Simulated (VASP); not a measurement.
The system is Rh.

```
Rh
1.0
     2.69174    0.00000    0.00000
    -1.34587    2.33112    0.00000
     0.00000    0.00000    8.79807
Rh
4
Direct
  0.66667 0.33333 0.75000
  0.00000 0.00000 0.50000
  0.33333 0.66667 0.25000
  0.00000 0.00000 0.00000
```

Program: VASP 6.6.1. Alike in all runs: no spin polarisation; cell as given; k mesh 6 × 6 × 2; cutoff (eV) 520; smearing fermi-dirac 0.05 eV. Hardware: 1 thread of Intel Xeon 6975P-C, on a shared host.

Problem. Order these runs on this cell by their wall time, lowest first.
A. task density of states; level PBEsol; potentials or basis VASP PAW PBE potentials, release 64 (Rh_pv); k mesh for the DOS 9 × 9 × 3; occupations for the DOS tetrahedron
B. task single point; level r2SCAN; potentials or basis VASP PAW PBE potentials, release 64 (Rh_pv)
C. task single point; level LDA; potentials or basis VASP PAW LDA potentials, release 64 (Rh_pv)

Solution. C (26 s), A (57 s), B (120 s).

Caveats: all runs use coarse meshes.
